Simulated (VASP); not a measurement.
Write the native input for VASP 6.6.1 that does the following.

* Task: single point
* Functional: r2SCAN
* Potentials or basis: VASP PAW PBE potentials, release 64 (Al, Cu)
* Cutoff: 520 eV
* k mesh: 10 × 10 × 10
* Occupations: gaussian, width 0.1 eV
* Spin: no spin polarisation
* Dipole correction: no
* Further INCAR settings: ALGO = Normal; EDIFF = 1e-06; NBANDS = 26

The system is Al2Cu.

```
Al Cu
1.0
    -2.98690    2.98690    2.39911
     2.98690   -2.98690    2.39911
     2.98690    2.98690   -2.39911
Al Cu
4 2
Cartesian
  0.9521 2.0348 2.3991
  0.9521 3.9390 0.0000
  2.0348 -0.9521 2.3991
  2.0348 0.9521 0.0000
  0.0000 0.0000 1.1996
  0.0000 0.0000 3.5987
```

These files were run (other wordings do the same):

POSCAR

```
Al2Cu
1.0
   -2.9869037415      2.9869037415      2.3991098515
    2.9869037415     -2.9869037415      2.3991098515
    2.9869037415      2.9869037415     -2.3991098515
Al Cu
4 2
Direct
    0.8406235211      0.6593764789      0.5000000000
    0.6593764789      0.1593764789      0.8187529577
    0.3406235211      0.8406235211      0.1812470423
    0.1593764789      0.3406235211      0.5000000000
    0.2500000000      0.2500000000      0.0000000000
    0.7500000000      0.7500000000      0.0000000000
```

INCAR.step1

```
SYSTEM = Al2Cu
  ALGO = Normal
  EDIFF = 1E-4
  ENCUT = 520
  GGA = PE
  ISMEAR = 0
  LASPH = .True.
  LCHARG = .False.
  LREAL = .False.
  LWAVE = .True.
  NBANDS = 26
  NELM = 60
  PREC = Accurate
  SIGMA = 0.1
```

INCAR.step2

```
SYSTEM = Al2Cu
  ALGO = Normal
  EDIFF = 1E-6
  ENCUT = 520
  ISIF = 2
  ISMEAR = 0
  ISTART = 1
  LASPH = .True.
  LCHARG = .True.
  LELF = .True.
  LMIXTAU = .True.
  LREAL = .False.
  LVHAR = .True.
  LWAVE = .False.
  METAGGA = R2SCAN
  NBANDS = 26
  NELM = 60
  PREC = Accurate
  SIGMA = 0.1
```

KPOINTS

```
k-points
0
Gamma
  10 10 10
  0 0 0
```

Potentials or basis: VASP PAW PBE potentials, release 64 (Al, Cu).

Run with:

```console
$ cat potpaw_PBE.64/Al/POTCAR potpaw_PBE.64/Cu/POTCAR > POTCAR
$ cp INCAR.step1 INCAR
$ mpirun -np 1 vasp_std > vasp.out
$ cp INCAR.step2 INCAR
$ mpirun -np 1 vasp_std > vasp.out
```

Results of the run:

```
Pressure               : 0.9 GPa
Largest force          : 0.006 eV/Å
Band gap on the k mesh : zero (bands 17 and 18 overlap by 4.78 eV)
```

Caveat: the PAW data sets were made with another functional, which shifts forces and pressure a little.

It took 8.8 min on 1 thread of AMD EPYC 9R45 96-Core Processor (Zen 5), on a shared host, peak memory 0.31 GiB.
